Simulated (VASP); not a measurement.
TiSiTe3: relaxation of cell and atoms with PBE

TiSiTe3:

```xyz
5
Lattice="4.8807 0.0000 0.0000 -2.4403 4.2268 0.0000 0.0000 0.0000 5.8578" Properties=species:S:1:pos:R:3 pbc="T T T"
Ti    0.0000    2.8178    0.0000
Si    0.0000    0.0000    2.9289
Te    2.4403    1.4089    1.4581
Te    2.4403    1.4089    4.3997
Te    0.0000    0.0000    0.0000
```

The cell was built from a structure type or drawn by symmetry, and may not be a known phase.

```json
{"Program": "VASP 6.6.1", "Task": "relaxation of cell and atoms", "Functional": "PBE", "Potentials or basis": "VASP PAW PBE potentials, release 64 (Ti_sv, Si, Te)", "Cutoff": "600 eV", "k mesh": "6 × 6 × 4", "Occupations": "gaussian, width 0.1 eV", "Spin": "no spin polarisation", "Dipole correction": "no", "Further INCAR settings": "ALGO = Normal; EDIFF = 1e-06; IBRION = 2; EDIFFG = -0.04; NSW = 90; ISIF = 3"}
```

```yaml
Relaxed_volume: 28.33 Å³/atom
Relaxed_cell: a = 4.508 Å, b = 4.508 Å, c = 8.049 Å, α = 90.00°, β = 90.00°, γ = 120.00°
Space_group_after_relaxing_to_0.1_Å: P-6m2 (No. 187)
Energy_gained_by_relaxing: 202.0 meV/atom
Ionic_steps: 26
Pressure_after_relaxing: 0.0 GPa
Largest_force_after_relaxing: 0.015 eV/Å
Band_gap_on_the_k_mesh: zero (bands 17 and 18 overlap by 0.47 eV)
```

Forces on the atoms (eV/Å):
```
Ti   0.000  0.000  0.000
Si   0.000  0.000  0.000
Te   0.000  0.000 -0.015
Te   0.000  0.000  0.015
Te   0.000  0.000  0.000
```

The path:
| step | energy change (eV) | largest force (eV/Å) | pressure (GPa) | volume (Å³) |
| --- | --- | --- | --- | --- |
| 1 | 0.0000 | 0.8077 | 5.70 | 120.84 |
| 2 | -0.2808 | 0.0985 | -1.95 | 136.42 |
| 3 | -0.2847 | 0.1528 | -1.27 | 134.35 |
| 4 | -0.4348 | 0.0678 | -0.54 | 133.15 |
| 5 | -0.6145 | 0.1686 | 1.17 | 130.75 |
| 6 | -0.6352 | 0.5339 | 6.96 | 124.57 |
| 7 | -0.7329 | 0.2699 | 3.46 | 128.06 |
| 8 | -0.7283 | 0.3944 | 5.07 | 126.37 |
| 9 | -0.7628 | 0.4236 | 4.86 | 127.29 |
| 10 | -0.8124 | 0.5166 | 4.41 | 129.92 |
| 11 | -0.7852 | 0.6123 | 3.90 | 134.55 |
| 12 | -0.8271 | 0.5809 | 4.20 | 131.34 |
| 13 | -0.8248 | 0.6076 | 4.01 | 133.00 |
| 14 | -0.9008 | 0.5348 | 2.52 | 135.91 |
| 15 | -0.9672 | 0.4084 | -0.25 | 142.17 |
| 16 | -0.9675 | 0.4012 | -0.41 | 142.57 |
| 17 | -0.9744 | 0.3708 | -0.35 | 142.30 |
| 18 | -0.9906 | 0.2729 | -0.18 | 141.48 |
| 19 | -1.0006 | 0.0479 | 0.23 | 139.82 |
| 20 | -1.0011 | 0.0934 | 0.15 | 140.13 |
| 21 | -1.0034 | 0.0781 | 0.07 | 140.45 |
| 22 | -1.0081 | 0.0330 | -0.11 | 141.41 |
| 23 | -1.0069 | 0.0510 | -0.45 | 143.31 |
| 24 | -1.0092 | 0.0055 | -0.27 | 142.22 |
| 25 | -1.0092 | 0.0237 | 0.29 | 141.08 |
| 26 | -1.0101 | 0.0148 | 0.01 | 141.66 |

Final structure:
```
Ti Si Te
1.0
     4.50796    0.00000    0.00000
    -2.25398    3.90401    0.00000
     0.00000    0.00000    8.04934
Ti Si Te
1 1 3
Direct
  0.33333 0.66667 0.00000
  0.00000 0.00000 0.50000
  0.66667 0.33333 0.28973
  0.66667 0.33333 0.71027
  0.00000 0.00000 0.00000
```

Levels at points of the mesh, in eV from the Fermi level:
```
           k point  band 15  band 16  band 17  band 18  band 19  band 20
(0.00, 0.00, 0.00)    -1.21    -1.21    -0.66     0.26     0.26     0.28
(0.50, 0.00, 0.00)    -1.92    -1.27    -0.03     0.06     0.33     0.68
(0.00, 0.00, 0.50)    -0.81    -0.81    -0.11    -0.11     0.09     0.29
(0.50, 0.00, 0.50)    -1.37    -1.19    -1.10    -0.04     0.17     1.03
```

It took 22 min on 1 thread of Intel(R) Xeon(R) Platinum 8488C (Sapphire Rapids), on a shared host, peak memory 0.33 GiB.

Caveat: the volume moved by over 15 % at a fixed basis, so the end points are rough; spin-orbit coupling is left out, which moves the levels of the heavy elements.
